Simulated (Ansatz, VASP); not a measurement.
**One calculation of Li2ClF, two programs**

The input INCAR:

```
  PREC = Accurate
  ENCUT = 520
  EDIFF = 1E-6
  ISMEAR = 0
  SIGMA = 0.01
  LREAL = False
  LASPH = True
  NELM = 60
  ALGO = Normal
  ISIF = 2
  LWAVE = False
  LCHARG = False
  GGA = PE
  NBANDS = 18
```

The input KPOINTS:

```
regular mesh
0
Gamma
  6 6 4
```

POSCAR

```
Li2ClF
1.0
    3.3431460411      0.0000000000      0.0000000000
    0.0000000000      3.3431460411      0.0000000000
    0.0000000000      0.0000000000      4.6012771398
F Li Cl
1 2 1
Direct
    0.0000000000      0.0000000000      0.0000000000
    0.0000000000      0.0000000000      0.5000000000
    0.5000000000      0.5000000000      0.0000000000
    0.5000000000      0.5000000000      0.5000000000
```

Input for Ansatz:

```yaml
crystal:
  lattice:
    - [3.3431460411, 0.0, 0.0]
    - [0.0, 3.3431460411, 0.0]
    - [0.0, 0.0, 4.6012771398]
  atoms:
    - { symbol: F, position: [0.0, 0.0, 0.0] }
    - { symbol: Li, position: [0.0, 0.0, 0.5] }
    - { symbol: Cl, position: [0.5, 0.5, 0.5] }
    - { symbol: Li, position: [0.5, 0.5, 0.0] }
kpoints:
  mp_grid: { grid: [6, 6, 4] }
hamiltonian:
  xc: pbe
scf:
  occupations: { method: fixed }
output:
  optics:
    e_range: [0, 23]
    de: 0.05
    sigma: 0.1
    bands: { spectra_wanted_up_to: 23 }
```

Alike in both runs: task single point; functional PBE; k mesh 6 × 6 × 4; no spin polarisation.

```csv
,VASP,Ansatz
version,VASP 6.6.1,Ansatz 0.2.0
potentials or method,"VASP PAW PBE potentials, release 64 (F, Li_sv, Cl)","plane waves, PAW"
plane-wave cutoff (eV),520,420
occupations,"gaussian, width 0.01 eV",fixed
valence electrons in the cell,20,20
```

```tsv
	VASP	Ansatz	Ansatz less VASP
gap on the k mesh at the Fermi level (eV)	6.60	6.59	-0.010
```

Noted on VASP's run: the cutoff is short for stress, so the pressure is rough.
